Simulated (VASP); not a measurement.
A run of VASP 6.6.1 is set up as follows.

The input INCAR:

```
SYSTEM = Zn18O17
PREC = Accurate ; ENCUT = 520
EDIFF = 1E-6 ; ISMEAR = 0
SIGMA = 0.01 ; LREAL = Auto
LASPH = .True. ; NELM = 100
ALGO = Normal ; ISIF = 2
LWAVE = .False. ; LCHARG = .False.
GGA = PS ; NBANDS = 182
NELECT = 316.0
```

KPOINTS

```
Automatic mesh
0
Gamma
  2 2 2
  0.5 0.5 0.5
```

Contents of POSCAR:

```
Zn18O17
1.0
    0.0000000000      5.5953444182     -5.2140755750
    4.8457104091     -2.7976722091     -5.2140755750
   -4.8457104091     -2.7976722091     -5.2140755750
Zn O
18 17
Direct
    0.9769189281      0.3098335137      0.3091831495
    0.2788418155      0.9429465862      0.2779332076
    0.9456614389      0.6117456151      0.9422981218
    0.6100372560      0.6117534928      0.2779311622
    0.2788358595      0.2785761033      0.9422954410
    0.9456720520      0.9429485151      0.6110976474
    0.6106329800      0.9435458286      0.9429016372
    0.2752398138      0.6081520527      0.6075022374
    0.6100335013      0.2785843319      0.6110994658
    0.2299035897      0.2184891772      0.5621581047
    0.5506957406      0.8836047154      0.5559571942
    0.2299016627      0.5628023380      0.2178274715
    0.8855654852      0.5628095998      0.5621591949
    0.5038689411      0.2357088790      0.2350557433
    0.2237026529      0.8835942334      0.8829427471
    0.9028071849      0.8367697431      0.2350587809
    0.5506868293      0.5566151552      0.8829478246
    0.9027937490      0.2357017101      0.8361253179
    0.1527980893      0.8229089239      0.1472900316
    0.8150301401      0.4856933024      0.8222621321
    0.4900066208      0.4857006336      0.1472923173
    0.1527871639      0.1479392045      0.8222595947
    0.8150381785      0.8229107649      0.4850481772
    0.4854672832      0.8183782417      0.8177224179
    0.1467005689      0.4796169460      0.4789622106
    0.4900029320      0.1479444429      0.4850480545
    0.0993362017      0.0943285432      0.4315935212
    0.4269073420      0.7598173504      0.4275192433
    0.0993308986      0.4322431152      0.0936736466
    0.7614131218      0.4322460193      0.4315931560
    0.4300067103      0.0950197612      0.0943695934
    0.0952481885      0.7598126067      0.7591674599
    0.7621077450      0.7629246928      0.0943716563
    0.4269010222      0.4281669509      0.7591680347
    0.7621007226      0.0950150134      0.7622698225
```

Potentials or basis: VASP PAW PBE potentials, release 64 (Zn, O).

Command:

```console
$ cat potpaw_PBE.64/Zn/POTCAR potpaw_PBE.64/O/POTCAR > POTCAR
$ mpirun -np 1 vasp_std > vasp.out
```

Problem. Estimate the largest force.

Solution. 0.040 eV/Å.

Forces in eV/Å, atoms in the order of the input:
```
Zn   0.000  0.000  0.027
Zn   0.004 -0.003  0.002
Zn  -0.004 -0.002  0.001
Zn   0.000  0.004  0.001
Zn  -0.004 -0.003  0.001
Zn   0.004 -0.002  0.001
Zn   0.000  0.000 -0.007
Zn   0.000  0.000  0.005
Zn   0.000  0.004  0.001
Zn   0.007 -0.004  0.002
Zn  -0.002 -0.001  0.002
Zn  -0.008 -0.004  0.001
Zn   0.000  0.009  0.001
Zn   0.000  0.036 -0.011
Zn   0.000  0.000  0.001
Zn   0.032 -0.018 -0.011
Zn   0.001 -0.001  0.001
Zn  -0.031 -0.018 -0.011
O    0.027  0.024 -0.018
O    0.006 -0.033 -0.017
O    0.034  0.011 -0.018
O   -0.026  0.023 -0.018
O   -0.007 -0.032 -0.018
O   -0.001 -0.001 -0.008
O    0.000  0.000  0.000
O   -0.032  0.010 -0.017
O   -0.025  0.015  0.009
O   -0.002  0.000 -0.001
O    0.023  0.014  0.009
O    0.000 -0.029  0.009
O   -0.001  0.017  0.030
O    0.000  0.003 -0.001
O    0.016 -0.010  0.029
O    0.002  0.000 -0.002
O   -0.014 -0.009  0.027
```

Caveat: the cell carries a net charge on a neutralising background, which shifts energy and pressure; the PAW data sets were made with another functional, which shifts forces and pressure a little.
